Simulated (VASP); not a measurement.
**HgTe: single point with PBE**

The system is HgTe.

```xyz
2
Lattice="0.0000 3.1577 3.1577 3.1577 0.0000 3.1577 3.1577 3.1577 0.0000" Properties=species:S:1:pos:R:3 pbc="T T T"
Hg    0.0000    0.0000    0.0000
Te    1.5788    1.5788    1.5788
```

This cell differs from its parent crystal: volume scaled by 0.94, then relaxed in part.

```json
{
  "Program": "VASP 6.6.1",
  "Task": "single point",
  "Functional": "PBE",
  "Potentials or basis": "VASP PAW PBE potentials, release 64 (Hg, Te)",
  "Cutoff": "520 eV",
  "k mesh": "13 × 13 × 13",
  "Occupations": "fermi-dirac, width 0.05 eV",
  "Spin": "no spin polarisation",
  "Dipole correction": "no",
  "Further INCAR settings": "ALGO = Normal; EDIFF = 1e-06; NBANDS = 16"
}
```

```json
{"Pressure": "8.0 GPa", "Band gap on the k mesh": "zero (filled and empty bands touch)"}
```

Levels at points of the mesh, in eV from the Fermi level:
```tsv
k point	band 5	band 6	band 7	band 8	band 9	band 10	band 11	band 12	band 13	band 14
(0.00, 0.00, 0.00)	-7.27	-7.27	-0.65	-0.10	-0.10	-0.10	3.99	3.99	3.99	6.34
```

Run time: 38 s on 1 thread of Intel(R) Xeon(R) 6975P-C (Granite Rapids), on a shared host, peak memory 0.25 GiB.

Caveat: spin-orbit coupling is left out, which moves the levels of the heavy elements.
